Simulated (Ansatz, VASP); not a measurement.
**Two plane-wave programs on Al36O**

```
Al O
1.0
     0.00000    6.05839    6.05839
     6.05839    0.00000    6.05839
     8.07786    8.07786    0.00000
Al O
36 1
Direct
  0.00302 0.00147 0.99198
  0.99635 0.99505 0.24067
  0.99503 0.99337 0.51039
  0.00343 0.00193 0.74463
  0.00015 0.33491 0.99488
  0.99781 0.35137 0.24009
  0.00076 0.33606 0.49485
  0.00102 0.33550 0.74369
  0.00254 0.66946 0.99284
  0.00162 0.66765 0.24495
  0.00013 0.66706 0.49594
  0.00011 0.66559 0.74799
  0.33634 0.99859 0.99518
  0.35289 0.99629 0.24028
  0.33772 0.99919 0.49490
  0.33698 0.99943 0.74382
  0.33726 0.33569 0.99417
  0.33745 0.33612 0.24265
  0.33584 0.33434 0.49365
  0.33599 0.33450 0.74554
  0.33626 0.66850 0.99323
  0.33709 0.66594 0.24322
  0.33804 0.66520 0.49669
  0.33695 0.66645 0.74535
  0.67082 0.00107 0.99286
  0.66924 0.00014 0.24489
  0.66866 0.99859 0.49591
  0.66709 0.99872 0.74799
  0.67003 0.33478 0.99322
  0.66710 0.33588 0.24314
  0.66695 0.33633 0.49670
  0.66795 0.33541 0.74535
  0.66952 0.66800 0.99424
  0.66885 0.66725 0.24527
  0.66909 0.66745 0.49491
  0.66900 0.66741 0.74477
  0.08499 0.08340 0.30880
```

Alike in both runs: task single point; functional PBE; k mesh 4 × 4 × 3; occupations methfessel-paxton of order 1, width 0.1 eV; no spin polarisation.

|  | VASP | Ansatz |
| --- | --- | --- |
| version | VASP 6.6.1 | Ansatz 0.2.0 |
| potentials or method | VASP PAW PBE potentials, release 64 (Al, O), cutoff 520 eV | plane-wave PAW DFT |
| valence electrons in the cell | 114 | 114 |

Ansatz gave:

| Quantity | Value |
| --- | --- |
| rms of the force components (eV/Å) | 0.073 |

**Question.** What did VASP give for the same quantities?

**Answer.** rms of the force components (eV/Å): 0.074.

Atom by atom the forces differ by 0.002 eV/Å (rms over components). With one functional, cell and mesh, what is left measures potentials, basis and numerics.
